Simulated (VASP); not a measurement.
RbCl: single point with PBE

The system is RbCl.

```
CELL_PARAMETERS angstrom
0.00000 3.34913 3.34913
3.34913 0.00000 3.34913
3.34913 3.34913 0.00000
ATOMIC_POSITIONS crystal
Rb 0.00000 0.00000 0.00000
Cl 0.50000 0.50000 0.50000
```

* Program: VASP 6.6.1
* Task: single point
* Functional: PBE
* Potentials or basis: VASP PAW PBE potentials, release 64 (Rb_sv, Cl)
* Cutoff: 500 eV
* k mesh: 6 × 6 × 6
* Occupations: gaussian, width 0.02 eV
* Spin: no spin polarisation

```json
{"Pressure": "0.0 GPa", "Band gap on the k mesh": "4.83 eV, direct"}
```

Levels at points of the mesh, in eV from the valence-band top:
| k point | band 4 | band 5 | band 6 | band 7 | band 8 | band 9 | band 10 | band 11 | band 12 | band 13 |
| --- | --- | --- | --- | --- | --- | --- | --- | --- | --- | --- |
| (0.00, 0.00, 0.00) | -8.10 | -8.10 | 0.00 | 0.00 | 0.00 | 4.83 | 7.95 | 7.95 | 7.95 | 8.90 |
| (0.50, 0.00, 0.00) | -8.11 | -8.09 | -0.79 | -0.30 | -0.30 | 7.57 | 7.78 | 9.96 | 9.96 | 11.17 |
| (0.50, 0.50, 0.00) | -8.18 | -8.18 | -0.32 | -0.10 | -0.10 | 6.24 | 7.83 | 9.42 | 9.95 | 10.15 |

Wall time 31 s on 1 thread of Intel Xeon 8259CL (shared host), peak memory 0.21 GiB.

A hybrid or GW would open this gap; PBE tends to underestimate it.
